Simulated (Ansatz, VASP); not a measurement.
SnO in VASP and in Ansatz

INCAR

```
PREC     = Accurate       # precision mode
ENCUT    = 600            # plane-wave cutoff, eV
EDIFF    = 1E-6           # SCF threshold, eV
ISMEAR   = 0              # smearing method
SIGMA    = 0.02           # smearing width, eV
LREAL    = False          # projectors in reciprocal space
LASPH    = True           # aspherical terms in the spheres
NELM     = 100            # most SCF steps
ALGO     = Normal         # electronic algorithm
ISIF     = 3              # what is computed and relaxed
LWAVE    = False          # write WAVECAR
LCHARG   = False          # write CHGCAR
GGA      = PE             # functional
IVDW     = 12             # dispersion correction
IBRION   = 2              # ionic algorithm
NSW      = 80             # ionic steps
EDIFFG   = -0.003         # ionic threshold
```

KPOINTS

```
Automatic mesh
0
Gamma
  10 10 8
```

Contents of POSCAR:

```
SnO
1.0
    3.7986000000      0.0000000000      0.0000000000
    0.0000000000      3.7986000000      0.0000000000
    0.0000000000      0.0000000000      4.8408000000
Sn O
2 2
Direct
    0.5000000000      0.0000000000      0.2369000000
    0.0000000000      0.5000000000      0.7631000000
    0.0000000000      0.0000000000      0.0000000000
    0.5000000000      0.5000000000      0.0000000000
```

Input for Ansatz:

```yaml
crystal:
  lattice:
    - [3.7986, 0.0, 0.0]
    - [0.0, 3.7986, 0.0]
    - [0.0, 0.0, 4.8408]
  atoms:
    - { symbol: Sn, position: [0.5, 0.0, 0.2369] }
    - { symbol: Sn, position: [0.0, 0.5, 0.7631] }
    - { symbol: O, position: [0.0, 0.0, 0.0] }
    - { symbol: O, position: [0.5, 0.5, 0.0] }
scf:
  occupations: { method: gaussian, width: 0.02 }
output:
  forces: true
  stress: true
hamiltonian:
  xc: pbe
  dispersion: d3bj
kpoints:
  mp_grid: { grid: [10, 10, 8] }
relax:
  f_tol: 0.003
  cell: { stress_tol: 0.02 }
```

Alike in both runs: task relaxation of cell and atoms; functional PBE; dispersion D3(BJ); k mesh 10 × 10 × 8; occupations gaussian, width 0.02 eV; no spin polarisation.

|  | VASP | Ansatz |
| --- | --- | --- |
| version | VASP 6.6.1 | Ansatz 0.2.0 |
| potentials or method | VASP PAW PBE potentials, release 64 (Sn_d, O) | scalar-relativistic, plane waves, PAW |
| plane-wave cutoff (eV) | 600 | 420 |
| valence electrons in the cell | 40 | 40 |

```csv
,VASP,Ansatz,Ansatz less VASP
relaxed volume (Å³/atom),17.43,17.52,+0.086
relaxed cell length with the largest relative difference (Å),4.737,4.761,+0.0233
```
